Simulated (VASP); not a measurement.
Crystal: Zr.

```xyz
1
Lattice="-1.8220 1.8220 1.8220 1.8220 -1.8220 1.8220 1.8220 1.8220 -1.8220" Properties=species:S:1:pos:R:3 pbc="T T T"
Zr    0.0000    0.0000    0.0000
```

Base run:

```yaml
Program: VASP 6.6.1
Functional: r2SCAN
Potentials_or_basis: VASP PAW PBE potentials, release 64 (Zr_sv)
Cutoff: 550 eV
k_mesh: 10 × 10 × 10
Occupations: fermi-dirac, width 0.05 eV
Spin: no spin polarisation
```

Its results: band gap on the k mesh zero (band 6 reaches 9.61 eV, above the bottom of band 7 at 7.59 eV); pressure -4.2 GPa.

Task: After a change of settings the same cell gave: band gap on the k mesh zero (band 6 reaches 9.26 eV, above the bottom of band 7 at 7.47 eV); pressure -8.2 GPa. Which change was it?
A. functional from r2SCAN to PBE; cutoff from 550 eV to 520 eV; further incar settings from ALGO = Normal; EDIFF = 1e-06; NBANDS = 12 to ALGO = Normal; EDIFF = 1e-07; NBANDS = 12
B. functional from r2SCAN to PBEsol; cutoff from 550 eV to 500 eV
C. functional from r2SCAN to LDA; potentials or basis from VASP PAW PBE potentials, release 64 (Zr_sv) to VASP PAW LDA potentials, release 64 (Zr_sv); cutoff from 550 eV to 500 eV
D. functional from r2SCAN to RPBE; cutoff from 550 eV to 500 eV

Result: B.

Caveats: the PAW data sets were made with another functional, which shifts forces and pressure a little.
